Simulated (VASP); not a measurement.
The system is Cs.

```
CELL_PARAMETERS angstrom
3.21951 0.00000 0.00000
0.00000 3.21951 0.00000
0.00000 0.00000 3.21951
ATOMIC_POSITIONS crystal
Cs 0.00000 0.00000 0.00000
```

This isn't the form of Cs at room conditions, which is bcc.

| Item | Value |
| --- | --- |
| Program | VASP 6.6.1 |
| Task | relaxation of cell and atoms |
| Functional | PBE |
| Potentials or basis | VASP PAW PBE potentials, release 64 (Cs_sv) |
| Cutoff | 600 eV |
| k mesh | 11 × 11 × 11 |
| Occupations | fermi-dirac, width 0.05 eV |
| Spin | no spin polarisation |

At the start: pressure 14.4 GPa; volume 33.37 Å³/atom.

Problem. Where does the relaxation end?

Solution. Over 24 steps the energy falls by 1325.5 meV/atom and the volume is 126.21 Å³/atom (+278.2 %); space group Pm-3m (No. 221, to 0.1 Å) before and after.

The path:
```tsv
step	energy change (eV)	largest force (eV/Å)	pressure (GPa)	volume (Å³)
1	0.0000	0.0000	14.35	33.37
2	-0.7330	0.0000	3.96	49.99
3	-1.0076	0.0000	2.26	64.50
4	-1.2908	0.0000	0.51	101.42
5	-1.1336	0.0000	-0.64	212.73
6	-1.3255	0.0000	-0.01	126.82
7	-1.3253	0.0000	0.03	124.10
8	-1.3253	0.0000	0.03	124.11
9	-1.3253	0.0000	0.04	124.12
10	-1.3253	0.0000	0.03	124.12
11	-1.3253	0.0000	0.03	124.12
12	-1.3253	0.0000	0.03	124.12
13	-1.3253	0.0000	0.03	124.12
14	-1.3253	0.0000	0.03	124.12
15	-1.3253	0.0000	0.03	124.13
16	-1.3253	0.0000	0.03	124.13
17	-1.3253	0.0000	0.04	124.14
18	-1.3253	0.0000	0.04	124.15
19	-1.3253	0.0000	0.03	124.19
20	-1.3253	0.0000	0.03	124.25
21	-1.3254	0.0000	0.03	124.38
22	-1.3254	0.0000	0.02	124.64
23	-1.3255	0.0000	0.02	125.16
24	-1.3255	0.0000	0.00	126.21
```

Final structure:
```
Cs
1.0
     5.01606    0.00000    0.00000
     0.00000    5.01606    0.00000
     0.00000    0.00000    5.01606
Cs
1
Direct
  0.00000 0.00000 0.00000
```

Caveat: the volume moved by over 15 % at a fixed basis, so the end points are rough.
